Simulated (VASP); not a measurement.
**AgI: relaxation of cell and atoms with PBE**

AgI:

```
Ag I
1.0
     4.65856    0.00000    0.00000
    -2.32928    4.03443    0.00000
     0.00000    0.00000    7.55274
Ag I
2 2
Direct
  0.33333 0.66667 0.00098
  0.66667 0.33333 0.50098
  0.33333 0.66667 0.37892
  0.66667 0.33333 0.87892
```

```json
{
  "Program": "VASP 6.6.1",
  "Task": "relaxation of cell and atoms",
  "Functional": "PBE",
  "Potentials or basis": "VASP PAW PBE potentials, release 64 (Ag, I)",
  "Cutoff": "500 eV",
  "k mesh": "6 × 6 × 4",
  "Occupations": "fermi-dirac, width 0.02 eV",
  "Spin": "no spin polarisation",
  "Dipole correction": "no",
  "Further INCAR settings": "ALGO = Normal; EDIFF = 1e-07; IBRION = 2; EDIFFG = -0.005; NSW = 80; ISIF = 3"
}
```

The relaxed volume is 36.37 Å³/atom and the relaxed cell is a = 4.684 Å, b = 4.684 Å, c = 7.659 Å, α = 90.00°, β = 90.00°, γ = 120.00°. The space group after relaxing (to 0.1 Å) is P6_3mc (No. 186). The energy gained by relaxing is 1.9 meV/atom, the ionic steps are 11 and the pressure after relaxing is 0.0 GPa. The band gap on the k mesh is 1.37 eV.

The path:
```tsv
step	energy change (eV)	largest force (eV/Å)	pressure (GPa)	volume (Å³)
1	0.0000	0.0120	0.66	141.95
2	-0.0071	0.0117	0.09	144.97
3	-0.0073	0.0116	-0.01	145.45
4	-0.0072	0.0116	0.02	145.38
5	-0.0073	0.0121	0.02	145.38
6	-0.0074	0.0134	0.02	145.38
7	-0.0075	0.0162	0.02	145.38
8	-0.0076	0.0135	0.01	145.42
9	-0.0076	0.0051	-0.01	145.54
10	-0.0077	0.0018	-0.02	145.59
11	-0.0077	0.0002	-0.01	145.49
```

Final structure:
```xyz
4
Lattice="4.6836 0.0000 0.0000 -2.3418 4.0561 0.0000 0.0000 0.0000 7.6585" Properties=species:S:1:pos:R:3 pbc="T T T"
Ag    0.0000    2.7041    0.0191
Ag    2.3418    1.3520    3.8484
I     0.0000    2.7041    2.8903
I     2.3418    1.3520    6.7196
```

Levels at points of the mesh, in eV from the valence-band top:
| k point | band 16 | band 17 | band 18 | band 19 | band 20 | band 21 |
| --- | --- | --- | --- | --- | --- | --- |
| (0.00, 0.00, 0.00) | -0.06 | 0.00 | 0.00 | 1.37 | 2.67 | 5.84 |
| (0.50, 0.00, 0.00) | -1.60 | -0.92 | -0.64 | 3.31 | 3.65 | 4.90 |
| (0.00, 0.00, 0.50) | -0.33 | -0.33 | -0.33 | 2.64 | 2.64 | 5.65 |
| (0.50, 0.00, 0.50) | -1.11 | -1.11 | -1.11 | 3.30 | 3.30 | 4.94 |

Wall time 9.3 min on 1 thread of Intel(R) Xeon(R) Platinum 8375C CPU @ 2.90GHz (Ice Lake) (shared host), peak memory 0.29 GiB.

Caveat: spin-orbit coupling is left out, which moves the levels of the heavy elements.
